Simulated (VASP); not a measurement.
The system is Au.

```
Au
1.0
     0.00000    2.03500    2.03500
     2.03500    0.00000    2.03500
     2.03500    2.03500    0.00000
Au
1
Direct
  0.00000 0.00000 0.00000
```

```yaml
Program: VASP 6.6.1
Task: relaxation of cell and atoms
Functional: PBE
Potentials_or_basis: VASP PAW PBE potentials, release 64 (Au)
Cutoff: 500 eV
k_mesh: 10 × 10 × 10
Occupations: methfessel-paxton, width 0.05 eV
Spin: no spin polarisation
```

At the start: pressure 10.9 GPa; volume 16.85 Å³/atom.

Problem. Where does the relaxation end?

Solution. Over 3 steps the energy falls by 37.0 meV/atom and the volume is 18.04 Å³/atom (+7.0 %); space group Fm-3m (No. 225, to 0.1 Å) before and after.

The path:
```csv
step,energy change (eV),largest force (eV/Å),pressure (GPa),volume (Å³)
1,0.0000,0.0000,10.88,16.85
2,0.0251,0.0000,-9.93,19.80
3,-0.0370,0.0000,-0.21,18.04
```

Final structure:
```cif
data_structure
_symmetry_space_group_name_H-M 'P 1'
_symmetry_Int_Tables_number 1
_cell_length_a 2.9439
_cell_length_b 2.9439
_cell_length_c 2.9439
_cell_angle_alpha 60.000
_cell_angle_beta 60.000
_cell_angle_gamma 60.000
_cell_volume 18.04
loop_
_atom_site_label
_atom_site_type_symbol
_atom_site_fract_x
_atom_site_fract_y
_atom_site_fract_z
_atom_site_occupancy
Au1 Au 0.00000 0.00000 0.00000 1
```
